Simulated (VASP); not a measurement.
Runs of VASP 6.6.1 on InAs. The structure is that of space group F-43m (No. 216), or close to it. The cells are those of the table. 

```csv
cell,gap on the mesh (eV),pressure (GPa)
"a = 4.183 Å, angles 60.0°, 2 atoms",(a),7.0
"a = 4.234 Å, angles 60.0°, 2 atoms",(b),4.0
"a = 4.139 Å, angles 60.0°, 2 atoms",0.79,10.0
"a = 4.077 Å, angles 60.0°, 2 atoms",1.04,15.0
"a = 4.296 Å, angles 60.0°, 2 atoms",0.17,(c)
"a = 4.274 Å, angles 60.0°, 2 atoms",0.26,2.0
"a = 4.320 Å, angles 60.0°, 2 atoms",0.08,0.0
```

Alike in all rows: task single point; level r2SCAN; potentials or basis VASP PAW PBE potentials, release 64 (In_d, As); no spin polarisation; k mesh 14 × 14 × 14; cutoff (eV) 520; smearing fermi-dirac 0.1 eV.

Q: Fill in the values left out.

A: (a) 0.62; (b) 0.41; (c) 1.0.

Caveats: the PAW data sets were made with another functional, which shifts forces and pressure a little; spin-orbit coupling is left out, which moves the levels of the heavy elements; semilocal functionals underestimate gaps, and a narrow one can read as zero (at least some runs); the cell stands under pressure (at least some runs); the smearing spreads over this small gap (at least some runs).

A k mesh can miss the band edges, and the runs leave out spin-orbit coupling on As, In.
